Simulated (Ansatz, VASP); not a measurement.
One calculation of CaS3, two programs

```
Ca S
1.0
     4.60578    0.00000    0.00000
     0.00000    4.60578    0.00000
     0.00000    0.00000    3.54904
Ca S
1 3
Direct
  0.00000 0.00000 0.00000
  0.50000 0.50000 0.00000
  0.00000 0.50000 0.50000
  0.50000 0.00000 0.50000
```

Change from the starting cell: species swapped into the Zr3Ag type (P4/mmm, No. 123).

Alike in both runs: functional PBE; k mesh 10 × 10 × 14; occupations gaussian, width 0.1 eV; no spin polarisation.

Ansatz relaxed the structure, and its values are those at the end. VASP's run is a single point on that final structure, the one shown.

|  | VASP | Ansatz |
| --- | --- | --- |
| version | VASP 6.6.1 | Ansatz 0.2.0 |
| potentials or method | VASP PAW PBE potentials, release 64 (Ca_sv, S), cutoff 520 eV | scalar-relativistic, plane waves, PAW |
| valence electrons in the cell | 28 | 28 |

Ansatz gave:

| Item | Value |
| --- | --- |
| gap on the k mesh at the Fermi level (eV) | none |
| pressure (GPa) | 0.0 |

What did VASP give for the same quantities?

gap on the k mesh at the Fermi level (eV): none; pressure (GPa): 0.1.

A gap of «none» marks a metal or a gap that the smearing closes. With one functional, cell and mesh, what is left measures potentials, basis and numerics.
